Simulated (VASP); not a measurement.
Wanted: the native input for a VASP 6.6.1 run.

* Task: single point
* Functional: HSE06
* Potentials or basis: VASP PAW PBE potentials, release 64 (Ag)
* Cutoff: 520 eV
* k mesh: 5 × 5 × 3
* Occupations: fermi-dirac, width 0.05 eV
* Spin: no spin polarisation
* Dipole correction: no
* Grid for exact exchange (PRECFOCK): Normal
* Further INCAR settings: ALGO = Normal; EDIFF = 1e-06; NBANDS = 18
* Share of exact exchange: 0.25
* Screening parameter: 0.2079 1/Å

Ag:

```
Ag
1.0
     2.93000    0.00000    0.00000
    -1.46500    2.53745    0.00000
     0.00000    0.00000    4.79000
Ag
2
Direct
  0.66667 0.33333 0.75000
  0.33333 0.66667 0.25000
```

This isn't the form of Ag at room conditions, which is fcc.

One way to write it, as run:

POSCAR

```
Ag
1.0
    2.9300000000      0.0000000000      0.0000000000
   -1.4650000000      2.5374544331      0.0000000000
    0.0000000000      0.0000000000      4.7900000000
Ag
2
Direct
    0.6666666667      0.3333333333      0.7500000000
    0.3333333333      0.6666666667      0.2500000000
```

INCAR.step1

```
SYSTEM = Ag
PREC     = Accurate       ! precision mode
ENCUT    = 520            ! plane-wave cutoff, eV
EDIFF    = 1E-5           ! SCF threshold, eV
ISMEAR   = -1             ! smearing method
SIGMA    = 0.05           ! smearing width, eV
LREAL    = .FALSE.        ! projectors in reciprocal space
LASPH    = .TRUE.         ! aspherical terms in the spheres
NELM     = 60             ! most SCF steps
ALGO     = Normal         ! electronic algorithm
ISIF     = 2              ! what is computed and relaxed
LWAVE    = .TRUE.         ! write WAVECAR
NBANDS   = 18             ! bands
GGA      = PE             ! functional
```

INCAR.step2

```
SYSTEM = Ag
PREC     = Accurate       ! precision mode
ENCUT    = 520            ! plane-wave cutoff, eV
EDIFF    = 1E-6           ! SCF threshold, eV
ISMEAR   = -1             ! smearing method
SIGMA    = 0.05           ! smearing width, eV
LREAL    = .FALSE.        ! projectors in reciprocal space
LASPH    = .TRUE.         ! aspherical terms in the spheres
NELM     = 60             ! most SCF steps
ALGO     = Normal         ! electronic algorithm
ISIF     = 2              ! what is computed and relaxed
LWAVE    = .FALSE.        ! write WAVECAR
LCHARG   = .TRUE.         ! write CHGCAR
GGA      = PE             ! functional
LHFCALC  = .TRUE.         ! exact exchange
HFSCREEN = 0.2079         ! screening, 1/A
PRECFOCK = Normal       
LELF     = .TRUE.         ! ELF
LVHAR    = .TRUE.       
NBANDS   = 18             ! bands
ISTART   = 1
```

KPOINTS

```
regular mesh
0
G
  5 5 3
  0 0 0
```

Potentials or basis: VASP PAW PBE potentials, release 64 (Ag).

Launch:

```sh
$ cat potpaw_PBE.64/Ag/POTCAR > POTCAR
$ cp INCAR.step1 INCAR
$ mpirun -np 1 vasp_std > vasp.out
$ cp INCAR.step2 INCAR
$ mpirun -np 1 vasp_std > vasp.out
```

Results of the run:

```json
{
  "Pressure": "-0.9 GPa",
  "Band gap on the k mesh": "zero (bands 11 and 12 overlap by 5.91 eV)"
}
```

Caveat: the k points lie up to 0.50 Å⁻¹ apart, too coarse for converged energies and pressures of a metal; the PAW data sets were made with another functional, which shifts forces and pressure a little.

Run time: 10 min on 1 thread of Intel(R) Xeon(R) Platinum 8488C (Sapphire Rapids), with other jobs on the host, peak memory 0.26 GiB.
